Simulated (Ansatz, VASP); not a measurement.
Si7Ge in VASP and in Ansatz

INCAR

```
SYSTEM = Si7Ge
PREC = Accurate
ENCUT = 520
EDIFF = 1E-7
ISMEAR = 0
SIGMA = 0.03
LREAL = Auto
LASPH = .TRUE.
NELM = 80
ALGO = Normal
ISIF = 2
LWAVE = .FALSE.
LCHARG = .TRUE.
GGA = PS
LELF = .TRUE.
LVHAR = .TRUE.
NBANDS = 56
```

Contents of KPOINTS:

```
regular mesh
0
G
  6 6 3
  0 0 0
```

The input POSCAR:

```
Si7Ge
1.0
    0.0000000000     -5.4591768537      0.0000000000
    0.0000000000      0.0000000000     -5.4591768537
   10.9183537074      0.0000000000      0.0000000000
Si Ge
14 2
Direct
    0.7474023192      0.7474023192      0.1262988404
    0.7474023192      0.7474023192      0.6262988404
    0.5000000000      0.5000000000      0.0000000000
    0.5000000000      0.5000000000      0.5000000000
    0.5000000000      1.0000000000      0.2500000000
    0.5000000000      1.0000000000      0.7500000000
    1.0000000000      0.5000000000      0.2500000000
    1.0000000000      0.5000000000      0.7500000000
    0.7474023192      0.2525976808      0.3737011596
    0.7474023192      0.2525976808      0.8737011596
    0.2525976808      0.7474023192      0.3737011596
    0.2525976808      0.7474023192      0.8737011596
    0.2525976808      0.2525976808      0.1262988404
    0.2525976808      0.2525976808      0.6262988404
    1.0000000000      1.0000000000      0.0000000000
    1.0000000000      1.0000000000      0.5000000000
```

Input for Ansatz:

```yaml
crystal:
  lattice:
    - [0.0, -5.4591768537, 0.0]
    - [0.0, 0.0, -5.4591768537]
    - [10.9183537074, 0.0, 0.0]
  atoms:
    - { symbol: Si, position: [0.7474023192, 0.7474023192, 0.1262988404] }
    - { symbol: Si, position: [0.7474023192, 0.7474023192, 0.6262988404] }
    - { symbol: Si, position: [0.5, 0.5, 0.0] }
    - { symbol: Si, position: [0.5, 0.5, 0.5] }
    - { symbol: Si, position: [0.5, 1.0, 0.25] }
    - { symbol: Si, position: [0.5, 1.0, 0.75] }
    - { symbol: Si, position: [1.0, 0.5, 0.25] }
    - { symbol: Si, position: [1.0, 0.5, 0.75] }
    - { symbol: Si, position: [0.7474023192, 0.2525976808, 0.3737011596] }
    - { symbol: Si, position: [0.7474023192, 0.2525976808, 0.8737011596] }
    - { symbol: Si, position: [0.2525976808, 0.7474023192, 0.3737011596] }
    - { symbol: Si, position: [0.2525976808, 0.7474023192, 0.8737011596] }
    - { symbol: Si, position: [0.2525976808, 0.2525976808, 0.1262988404] }
    - { symbol: Si, position: [0.2525976808, 0.2525976808, 0.6262988404] }
    - { symbol: Ge, position: [1.0, 1.0, 0.0] }
    - { symbol: Ge, position: [1.0, 1.0, 0.5] }
basis:
  ecutwfc: 420
kpoints:
  mp_grid: { grid: [6, 6, 3] }
hamiltonian:
  xc: pbesol
scf:
  occupations: { method: gaussian, width: 0.03 }
output:
  forces: true
  stress: true
  eigenvalues: true
```

Alike in both runs: task single point; functional PBEsol; k mesh 6 × 6 × 3; occupations gaussian, width 0.03 eV; no spin polarisation.

|  | VASP | Ansatz |
| --- | --- | --- |
| version | VASP 6.6.1 | Ansatz 0.2.0 |
| potentials or method | VASP PAW PBE potentials, release 64 (Si, Ge_d), cutoff 520 eV | scalar-relativistic, plane waves, PAW |
| valence electrons in the cell | 84 | 84 |

```tsv
	VASP	Ansatz	Ansatz less VASP
gap on the k mesh at the Fermi level (eV)	0.27	0.28	+0.005
least direct gap on the mesh (eV)	0.27	0.28	+0.005
pressure (GPa)	0.1	0.0	-0.07
rms of the force components (eV/Å)	0.003	0.000	-0.0030
```

VASP's potentials were made for PBE, not for PBEsol. Atom by atom the forces differ by 0.003 eV/Å (rms over components).
